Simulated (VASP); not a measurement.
## In4Sb3As: single point with PBE

The system is In4Sb3As.

```
CELL_PARAMETERS angstrom
4.64135 0.00000 0.00000
0.00000 4.64135 0.00000
0.00000 0.00000 12.89301
ATOMIC_POSITIONS crystal
In 0.50000 0.00000 0.87063
In 0.00000 0.50000 0.12937
In 0.50000 0.00000 0.38750
In 0.00000 0.50000 0.61250
Sb 0.00000 0.00000 0.00000
Sb 0.50000 0.50000 0.25831
Sb 0.50000 0.50000 0.74169
As 0.00000 0.00000 0.50000
```

* Program: VASP 6.6.1
* Task: single point
* Functional: PBE
* Potentials or basis: VASP PAW PBE potentials, release 64 (In_d, Sb, As)
* Cutoff: 520 eV
* k mesh: 4 × 4 × 2
* Occupations: gaussian, width 0.1 eV
* Spin: no spin polarisation
* Dipole correction: no
* Further INCAR settings: ALGO = Normal; EDIFF = 1e-06; NBANDS = 46

The pressure is 0.1 GPa. The largest force is 0.003 eV/Å.

Forces in eV/Å, atoms in the order of the input:
```
In   0.000  0.000  0.001
In   0.000  0.000 -0.001
In   0.000  0.000 -0.002
In   0.000  0.000  0.002
Sb   0.000  0.000  0.000
Sb   0.000  0.000  0.003
Sb   0.000  0.000 -0.003
As   0.000  0.000  0.000
```

Stress tensor (GPa, compression positive):
```
0.16 0.00 0.00
0.00 0.16 0.00
0.00 0.00 0.07
```

Levels at points of the mesh, in eV from the Fermi level:
```
           k point  band 32  band 33  band 34  band 35  band 36  band 37  band 38  band 39  band 40  band 41
(0.00, 0.00, 0.00)    -1.22    -1.22    -0.68    -0.04    -0.04    -0.02     1.26     1.42     1.60     1.70
(0.50, 0.00, 0.00)    -0.90    -0.90    -0.90    -0.87    -0.83     0.22     0.61     1.78     2.09     3.82
(0.50, 0.50, 0.00)    -2.52    -2.12    -2.06    -2.06    -2.02     1.42     1.49     1.49     1.53     3.41
(0.00, 0.00, 0.50)    -1.80    -0.65    -0.65    -0.42    -0.42     1.10     1.13     1.42     1.46     1.92
(0.50, 0.00, 0.50)    -1.74    -1.50    -0.88    -0.87    -0.86     0.93     1.39     1.45     1.55     3.61
(0.50, 0.50, 0.50)    -2.37    -2.35    -2.35    -2.30    -2.25     2.15     2.15     2.22     2.24     2.32
```

Run time: 2.3 min on 1 thread of Intel(R) Xeon(R) Platinum 8488C (Sapphire Rapids), with other jobs on the host, peak memory 0.41 GiB.

Caveat: spin-orbit coupling is left out, which moves the levels of the heavy elements.
